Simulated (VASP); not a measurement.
Runs of VASP 6.6.1 on Cr. The structure is that of space group Pm-3m (No. 221), or close to it. The cells are those of the table. 

```csv
task,spin,cell,k mesh,cutoff (eV),gap on the mesh (eV),pressure (GPa)
single point,off,"a = 2.251 Å, 1 atom",15 × 15 × 15,520,none,10.9
single point,off,"a = 2.312 Å, 1 atom",15 × 15 × 15,520,none,-7.4
single point,"non-collinear, zero start, SOC","a = 2.282 Å, 1 atom",14 × 14 × 14,520,-,0.4
single point,off,"a = 2.220 Å, 1 atom",15 × 15 × 15,520,none,23.3
single point,off,"a = 2.282 Å, 1 atom",15 × 15 × 15,520,none,0.9
single point,off,"a = 2.282 Å, 1 atom",13 × 13 × 13,520,none,0.4
single point,off,"a = 2.282 Å, 1 atom",22 × 22 × 22,520,none,(b)
single point,off,"a = 2.370 Å, 1 atom",15 × 15 × 15,520,none,(a)
single point,off,"a = 2.342 Å, 1 atom",15 × 15 × 15,520,none,-14.1
relaxation of cell and atoms,off,"relaxed from a = 2.348 Å, 1 atom",13 × 13 × 13,600,none,0.1
single point,off,"a = 2.187 Å, 1 atom",15 × 15 × 15,520,none,(c)
```

Alike in all rows: level LDA; potentials or basis VASP PAW LDA potentials, release 64 (Cr_pv); smearing fermi-dirac 0.1 eV.

Task: Fill in the values left out.

Result: (a) -19.6; (b) 0.7; (c) 38.7.

A gap of «none» marks levels without a gap at the run's occupations.
